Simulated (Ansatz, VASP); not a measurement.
CdTe in VASP and in Ansatz

```
Cd Te
1.0
     8.07474    0.00000    0.00000
     0.00000    8.07474    0.00000
     0.00000    0.00000    4.69323
Cd Te
4 4
Direct
  0.67574 0.67574 0.00000
  0.17574 0.82426 0.50000
  0.82426 0.17574 0.50000
  0.32426 0.32426 0.00000
  0.81662 0.81662 0.50000
  0.18338 0.18338 0.50000
  0.68338 0.31662 0.00000
  0.31662 0.68338 0.00000
```

Alike in both runs: functional PBE; k mesh 4 × 4 × 6; occupations gaussian, width 0.02 eV; no spin polarisation.

Ansatz relaxed the structure, and its values are those at the end. VASP's run is a single point on that final structure, the one shown.

|  | VASP | Ansatz |
| --- | --- | --- |
| version | VASP 6.6.1 | Ansatz 0.2.0 |
| potentials or method | VASP PAW PBE potentials, release 64 (Cd, Te), cutoff 520 eV | scalar-relativistic, plane waves, PAW |
| valence electrons in the cell | 72 | 144 |

```csv
,VASP,Ansatz,Ansatz less VASP
gap on the k mesh at the Fermi level (eV),0.70,0.71,+0.004
least direct gap on the mesh (eV),0.70,0.71,+0.004
pressure (GPa),0.1,0.0,-0.10
rms of the force components (eV/Å),0.004,0.003,-0.0012
```

VASP's potentials hold 72 valence electrons a cell and Ansatz's 144, so a difference there can come from the potentials and not from the codes.

Spin-orbit coupling is off throughout.
